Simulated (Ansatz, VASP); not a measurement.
Two plane-wave programs on KCl

```
CELL_PARAMETERS angstrom
0.06290 3.14485 3.14485
3.14485 0.06290 3.14485
3.20775 3.20775 0.00000
ATOMIC_POSITIONS crystal
K 0.00000 0.00000 0.00000
Cl 0.50000 0.50000 0.50000
```

Change from the starting cell: shear_xy strain +4.0%.

Alike in both runs: task single point; functional r2SCAN; k mesh 8 × 8 × 8; no spin polarisation.

|  | VASP | Ansatz |
| --- | --- | --- |
| version | VASP 6.6.1 | Ansatz 0.2.0 |
| potentials or method | VASP PAW PBE potentials, release 64 (K_sv, Cl) | plane waves, PAW |
| plane-wave cutoff (eV) | 520 | 500 |
| occupations | gaussian, width 0.01 eV | fixed |
| valence electrons in the cell | 16 | 16 |

|  | VASP | Ansatz | Ansatz less VASP |
| --- | --- | --- | --- |
| gap on the k mesh at the Fermi level (eV) | 5.79 | 5.79 | -0.004 |
| pressure (GPa) | 0.0 | 0.0 | +0.03 |
| traceless stress, the component that is largest in VASP (GPa) | -0.26 | -0.26 | -0.001 |

VASP's potentials were made for PBE, not for r2SCAN.
